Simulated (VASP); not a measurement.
# B18N19 (a cell with a defect) in VASP: single point with PBEsol

Aim: the single point of B18N19 (a cell with a defect) with PBEsol.

Everything below comes from runs of VASP 6.6.1. Logs are shortened: lines on timing, memory, paths and dates and some standing lists are left out, and cuts for length are marked.

## Step 1: The cell of the first run

The cell holds a defect, 37 atoms: a = 7.495 Å, b = 7.495 Å, c = 6.636 Å, α = 90.00°, β = 90.00°, γ = 120.00°.

## Step 2: Single point, PBEsol, collinear spin

Input file INCAR:

```
SYSTEM = B18N19
  PREC = Accurate
  ENCUT = 520
  EDIFF = 1E-7
  ISMEAR = -1
  SIGMA = 0.02
  LREAL = Auto
  LASPH = .TRUE.
  NELM = 150
  ALGO = Normal
  ISIF = 2
  LWAVE = .FALSE.
  LCHARG = .FALSE.
  ISPIN = 2
  MAGMOM = 0 0 0 0 0 0 0 0 0 0 0 0 0 0 0 0 0 0 0 0 0 0 0 0 0 0 0 0 0 0 0 0 0 0 0 0 1
  LORBIT = 11
  GGA = PS
  NBANDS = 102
```

Input file KPOINTS:

```
regular mesh
0
G
  2 2 2
  0 0 0
```

Input file POSCAR:

```
B18N19
1.0
    7.4947200000      0.0000000000      0.0000000000
   -3.7473600000      6.4906180000      0.0000000000
    0.0000000000      0.0000000000      6.6357000000
B N
18 19
Direct
    0.1157786565      0.2250110921      0.2151645952
    0.2232200669      0.1202577715      0.7572986571
    0.1159756455      0.5581524284      0.2365045955
    0.2230307132      0.4533871434      0.7745066312
    0.1156612384      0.8909520704      0.2135324914
    0.2232338599      0.7857403901      0.7712240938
    0.4498601487      0.2251463983      0.2139972655
    0.5573536980      0.1199779547      0.7718327866
    0.4491674591      0.5581439336      0.2348037377
    0.5574375108      0.4533633921      0.7724329391
    0.4492149358      0.8915769455      0.2340759138
    0.5568454413      0.7864425727      0.7599880915
    0.7825912847      0.2248884574      0.2360095677
    0.8898137685      0.1201558795      0.7743096120
    0.7824520931      0.5582165337      0.2363452821
    0.8901132269      0.4530414018      0.7695384554
    0.7825479633      0.8915823362      0.2341380989
    0.8897343383      0.7856816196      0.7716012435
    0.1102068214      0.2328716257      0.7915987621
    0.2272142115      0.1135141395      0.1832071314
    0.1121542744      0.5640683391      0.7688619796
    0.2271108423      0.4468445758      0.2320667335
    0.1105367635      0.8936962468      0.7849295688
    0.2271075192      0.7807708208      0.2310083406
    0.4494380792      0.2325700955      0.7866677736
    0.5601085172      0.1137401749      0.2306894708
    0.4454938400      0.5639369758      0.7638981118
    0.5599768757      0.4468200461      0.2317322920
    0.4456358423      0.8976868930      0.7624546148
    0.5603293280      0.7804472335      0.2412356234
    0.7789810455      0.2308606195      0.7689425536
    0.8938197396      0.1136855185      0.2309722847
    0.7790733932      0.5640078926      0.7680330222
    0.8936365990      0.4470968161      0.2388824674
    0.7793278908      0.8977896409      0.7635310396
    0.8939139497      0.7807996730      0.2310252888
    0.2202694183      0.1210807517      0.5149321832
```

Potentials or basis: VASP PAW PBE potentials, release 64 (B, N).

Command:

```console
> cat potpaw_PBE.64/B/POTCAR potpaw_PBE.64/N/POTCAR > POTCAR
> mpirun -np 1 vasp_std > vasp.out
```

OUTCAR:

```text
SYSTEM = B18N19
   PREC = Accurate
   ENCUT = 520
   EDIFF = 1E-7
   ISMEAR = -1
   LREAL = Auto
   LASPH = .TRUE.
   NELM = 150
   ISIF = 2
   ISPIN = 2
   LORBIT = 11
   GGA = PS

 ion  position               nearest neighbor table
   1  0.116  0.225  0.215-  22 1.44  32 1.44  20 1.46
   2  0.223  0.120  0.757-  25 1.48  23 1.48  19 1.48  37 1.61
   3  0.116  0.558  0.237-  34 1.44  22 1.44  24 1.45
   4  0.223  0.453  0.775-  19 1.44  21 1.44  27 1.45
   5  0.116  0.891  0.214-  24 1.44  36 1.44  20 1.46
   6  0.223  0.786  0.771-  23 1.44  21 1.44  29 1.44
   7  0.450  0.225  0.214-  26 1.44  28 1.44  20 1.46
   8  0.557  0.120  0.772-  25 1.43  31 1.44  29 1.44
[... 26 lines left out ...]
  35  0.779  0.898  0.764-  12 1.44  14 1.45  18 1.45
  36  0.894  0.781  0.231-  17 1.44   5 1.44  15 1.45
  37  0.220  0.121  0.515-   2 1.61

  LATTYP: Found a hexagonal cell.
 ALAT       =     7.4947200000
 C/A-ratio  =     0.8853833099

  Lattice vectors:

 A1 = (   7.4947200000,   0.0000000000,   0.0000000000)
 A2 = (  -3.7473600000,   6.4906180000,   0.0000000000)
 A3 = (   0.0000000000,   0.0000000000,   6.6357000000)

Analysis of symmetry for initial positions (statically):
=====================================================================
 Subroutine PRICEL returns:
 Original cell was already a primitive cell.

 Routine SETGRP: Setting up the symmetry group for a
 hexagonal supercell.

 Subroutine GETGRP returns: Found  1 space group operations
 (whereof  1 operations were pure point group operations)
 out of a pool of 24 trial point group operations.

The static configuration has the point symmetry C_1 .

Analysis of symmetry for dynamics (positions and initial velocities):
=====================================================================
 Subroutine PRICEL returns:
 Original cell was already a primitive cell.

 Routine SETGRP: Setting up the symmetry group for a
 hexagonal supercell.

 Subroutine GETGRP returns: Found  1 space group operations
 (whereof  1 operations were pure point group operations)
 out of a pool of 24 trial point group operations.

The dynamic configuration has the point symmetry C_1 .

Analysis of structural, dynamic, and magnetic symmetry:
=====================================================================
 Subroutine PRICEL returns:
 Original cell was already a primitive cell.

 Routine SETGRP: Setting up the symmetry group for a
 hexagonal supercell.

 Subroutine GETGRP returns: Found  1 space group operations
 (whereof  1 operations were pure point group operations)
 out of a pool of 24 trial point group operations.

The overall configuration has the point symmetry C_1 .

 Subroutine INISYM returns: Found  1 space group operations
 (whereof  1 operations are pure point group operations),
 and found     1 'primitive' translations

----------------------------------------------------------------------------------------

                                     Primitive cell

  volume of cell :     322.7960

  direct lattice vectors                    reciprocal lattice vectors
     7.494720000  0.000000000  0.000000000     0.133427266  0.077034267  0.000000000
    -3.747360000  6.490618000  0.000000000     0.000000000  0.154068534  0.000000000
     0.000000000  0.000000000  6.635700000     0.000000000  0.000000000  0.150700002

  length of vectors
     7.494720000  7.494720074  6.635700000     0.154068536  0.154068534  0.150700002

  position of ions in fractional coordinates (direct lattice)
     0.115778656  0.225011092  0.215164595
     0.223220067  0.120257772  0.757298657
     0.115975646  0.558152428  0.236504596
     0.223030713  0.453387143  0.774506631
     0.115661238  0.890952070  0.213532491
     0.223233860  0.785740390  0.771224094
[... 29 lines left out ...]
     0.893913950  0.780799673  0.231025289
     0.220269418  0.121080752  0.514932183

  ion indices of the primitive-cell ions
   primitive index   ion index
                 1           1
                 2           2
[... 70 lines left out ...]
  0.000000  0.500000  0.500000      1.000000
  0.500000  0.500000  0.500000      1.000000
   k-points           NKPTS =      8   k-points in BZ     NKDIM =      8   number of bands    NBANDS=    102
   number of dos      NEDOS =    301   number of ions     NIONS =     37
   total plane-waves  NPLWV = 156800
   dimension x,y,z NGX =    56 NGY =   56 NGZ =   50
   dimension x,y,z NGXF=   112 NGYF=  112 NGZF=  100
   ions per type =              18  19
   NGX,Y,Z   is equivalent  to a cutoff of  12.42, 12.42, 12.53 a.u.
   NGXF,Y,Z  is equivalent  to a cutoff of  24.84, 24.84, 25.05 a.u.
 SYSTEM =  B18N19
   PREC   = accura    normal or accurate (medium, high low for compatibility)
   ISTART =      0    job   : 0-new  1-cont  2-samecut
   ICHARG =      2    charge: 1-file 2-atom 10-const
   ISPIN  =      2    spin polarized calculation?
   LNONCOLLINEAR =      F non collinear calculations
   LSORBIT =      F    spin-orbit coupling
   LASPH  =      T    aspherical Exc in radial PAW
   ENCUT  =  520.0 eV  38.22 Ry    6.18 a.u.  13.94 13.94 12.34*2*pi/ulx,y,z
   NELM   =    150;   NELMIN=  2; NELMDL= -5     # of ELM steps
   EDIFF  = 0.1E-06   stopping-criterion for ELM
   LREAL  =      T    real-space projection
   EDIFFG = 0.1E-05   stopping-criterion for IOM
   NSW    =      0    number of steps for IOM
   IBRION =     -1    ionic relax: 0-MD 1-quasi-New 2-CG
   NFREE  =      0    steps in history (QN), initial steepest desc. (CG)
   ISIF   =      2    stress and relaxation
   ISYM   =      2    0-nonsym 1-usesym 2-fastsym
   POTIM  = 0.5000    time-step for ionic-motion
   TEBEG  =    0.0;   TEEND  =   0.0 temperature during run
   PSTRESS=    0.0 pullay stress
   NELECT =     149.0000    total number of electrons
   NUPDOWN=      -1.0000    fix difference up-down
   EMIN   =  10.00;   EMAX   =-10.00  energy-range for DOS
   EFERMI =   0.00;   METHOD = LEGACY
   ISMEAR =    -1;   SIGMA  =   0.02  broadening in eV -4-tet -1-fermi 0-gaus
   EFERMI_NEDOS =   21; number of points for ismear=-14 and -15
   IALGO  =     38    algorithm
   IMIX   =      4    mixing-type and parameters
     AMIX     =   0.40;   BMIX     =  1.00
     AMIX_MAG =   1.60;   BMIX_MAG =  1.00
  volume/ion in A,a.u.               =       8.72        58.87
  Fermi-wavevector in a.u.,A,eV,Ry     =   1.265205  2.390891 21.779435  1.600743
  Thomas-Fermi vector in A             =   2.398470
   LORBIT       =     11    0 simple, 1 ext, 2 COOP (PROOUT), +10 PAW based schemes
   GGA     = PS    functional components
   LHFCALC =     F    Hartree Fock is set to
   AEXX    =    0.0000 exact exchange contribution
   IVDW    =     0    specifies the selected vdW correction
   LEPSILON=     F    determine dielectric tensor
   LRPA    =     F    only Hartree local field effects (RPA)
 spin polarized calculation
  energy-cutoff  :      520.00
  volume of cell :      322.80
 maximum number of plane-waves:      8725
 NGX is ok and might be reduce to    56
   NGX = 27   NGY = 27   NGZ = 25

 number of electron     148.9999993 magnetization       2.9999750

 Free energy of the ion-electron system (eV)
  ---------------------------------------------------
  ext. energy  EPLUGINS =         0.00000000
  ---------------------------------------------------
  free energy    TOTEN  =      -331.18805406 eV

  energy without entropy =     -331.18805406  energy(sigma->0) =     -331.18805406

 E-fermi :   3.6593     XC(G=0): -10.4996

 val. band max:        3.3006082854   @ k =   0.5000   0.0000   0.0000
 cond. band min:       4.0142732189   @ k =   0.0000   0.0000   0.5000
 fundamental gap:      0.7136649335
 Fermi energy:         3.6592733399

 spin component 1

 k-point     1 :       0.0000    0.0000    0.0000
  band No.  band energies     occupation
      1     -15.5528      1.00000
      2     -15.0828      1.00000
      3     -13.8988      1.00000
      4     -13.4447      1.00000
      5     -13.4417      1.00000
      6     -13.3944      1.00000
[... 701 lines left out ...]
     85       8.3775      0.00000
     86       9.2414      0.00000
 Fermi energy:         3.6592733399

 spin component 2

 k-point     1 :       0.0000    0.0000    0.0000
  band No.  band energies     occupation
      1     -15.4399      1.00000
      2     -15.0208      1.00000
      3     -13.5471      1.00000
      4     -13.3906      1.00000
      5     -13.3873      1.00000
      6     -13.3750      1.00000
[... 701 lines left out ...]
     85       8.5888      0.00000
     86       9.4408      0.00000
 [bands above 86 left out]

------------------------ aborting loop because EDIFF is reached ----------------------------------------

  FORCE on cell =-STRESS in cart. coord.  units (eV):
  Direction    XX          YY          ZZ          XY          YZ          ZX
  --------------------------------------------------------------------------------------
  -------------------------------------------------------------------------------------
  Total        8.0414940      8.0779875      9.7547995      0.0138007      0.0920367     -0.2384304
  in kB       39.9134365     40.0945695     48.4173173      0.0684988      0.4568181     -1.1834338
  external PRESSURE =      42.8084411 kB  Pullay stress =       0.0000000 kB

 VOLUME and BASIS-vectors are now :
 -----------------------------------------------------------------------------
  energy-cutoff  :      520.00
  volume of cell :      322.80
      direct lattice vectors                 reciprocal lattice vectors
     7.494720000  0.000000000  0.000000000     0.133427266  0.077034267  0.000000000
    -3.747360000  6.490618000  0.000000000     0.000000000  0.154068534  0.000000000
     0.000000000  0.000000000  6.635700000     0.000000000  0.000000000  0.150700002

 POSITION                                       TOTAL-FORCE (eV/Angst)
 -----------------------------------------------------------------------------------
      0.02453      1.46046      1.42777         0.014920     -0.023262      0.000801
      1.22232      0.78055      5.02521        -0.014261     -0.028541      0.002886
     -1.22239      3.62275      1.56937        -0.007879      0.025184      0.007790
     -0.02745      2.94276      5.13939        -0.031213     -0.005628     -0.003519
     -2.47187      5.78283      1.41694        -0.002919     -0.000138      0.027068
     -1.27138      5.09994      5.11761        -0.016160     -0.028688      0.001956
[... 29 lines left out ...]
      3.77370      5.06787      1.53301         0.020956     -0.057232     -0.009735
      1.19712      0.78589      3.41694        -0.003606      0.061068     -0.023862
 -----------------------------------------------------------------------------------
    total drift:                               -0.000515     -0.006207     -0.001464

  FREE ENERGIE OF THE ION-ELECTRON SYSTEM (eV)
  ---------------------------------------------------
  free  energy   TOTEN  =      -331.1880540634 eV

  energy  without entropy=     -331.1880540594  energy(sigma->0) =     -331.18805406

 total charge

# of ion       s       p       d       tot
------------------------------------------
    1        0.738   1.406   0.000   2.144
    2        0.716   1.455   0.000   2.171
    3        0.743   1.430   0.000   2.173
    4        0.747   1.443   0.000   2.190
    5        0.740   1.413   0.000   2.152
    6        0.747   1.445   0.000   2.192
[... 29 lines left out ...]
   36        1.221   2.792   0.000   4.013
   37        1.353   2.103   0.000   3.456
--------------------------------------------------
tot         36.747  78.067   0.000 114.814

 magnetization (x)

# of ion       s       p       d       tot
------------------------------------------
    1       -0.000  -0.002   0.000  -0.002
    2       -0.003   0.033   0.000   0.030
    3       -0.000  -0.000   0.000  -0.000
    4       -0.000   0.005   0.000   0.005
    5       -0.000  -0.000   0.000  -0.000
    6       -0.000   0.005   0.000   0.005
[... 29 lines left out ...]
   36        0.000   0.011   0.000   0.011
   37        0.037   1.409   0.000   1.446
--------------------------------------------------
tot          0.057   2.068   0.000   2.125
```

Run time: 15 min. Hardware: 1 thread of Intel Xeon 6975P-C (Granite Rapids), shared host; peak memory 0.71 GiB.

What came out:

* Free energy: -331.1881 eV
* Pressure: 4.3 GPa
* Largest force: 0.071 eV/Å
* Band gap on the k mesh: 0.71 eV
* Net moment: 3.00 μB per cell
* Site moments: B -0.00, +0.03, +0.01, +0.00 (each value once); N +0.10, +0.17, +0.01, +0.00, +1.45 (each value once) μB
* Valence electrons inside the program's atomic spheres: B 2.14, 2.17, 2.19, 2.15, 2.18 (each value once); N 4.00, 3.98, 4.02, 4.01, 3.46 (each value once)

Forces in eV/Å, atoms in the order of the input:
```
B    0.015 -0.023  0.001
B   -0.014 -0.029  0.003
B   -0.008  0.025  0.008
B   -0.031 -0.006 -0.004
B   -0.003  0.000  0.027
B   -0.016 -0.029  0.002
B   -0.021 -0.019  0.006
B    0.044  0.022 -0.001
B   -0.001  0.028  0.014
B    0.024  0.008 -0.002
B    0.019 -0.003  0.007
B    0.002 -0.001 -0.013
B    0.003 -0.024  0.011
B   -0.026  0.023 -0.002
B    0.010  0.025  0.012
B    0.008 -0.032 -0.008
B   -0.007  0.000  0.010
B    0.014 -0.019  0.005
N    0.031  0.014 -0.045
N   -0.006  0.021 -0.025
N    0.023  0.020  0.001
N   -0.051  0.013 -0.009
N   -0.014 -0.037  0.059
N   -0.024 -0.067 -0.005
N   -0.024  0.039 -0.029
N    0.019  0.033  0.008
N    0.023  0.012  0.005
N    0.042  0.008 -0.015
N    0.027 -0.049  0.001
N   -0.009 -0.006 -0.015
N   -0.006  0.020  0.007
N   -0.017  0.037  0.013
N   -0.042  0.026  0.000
N    0.005  0.021  0.005
N   -0.006 -0.058  0.001
N    0.021 -0.057 -0.010
N   -0.004  0.061 -0.024
```

Caveat: the k points lie up to 0.48 Å⁻¹ apart; the PAW data sets were made with another functional, which shifts forces and pressure a little.
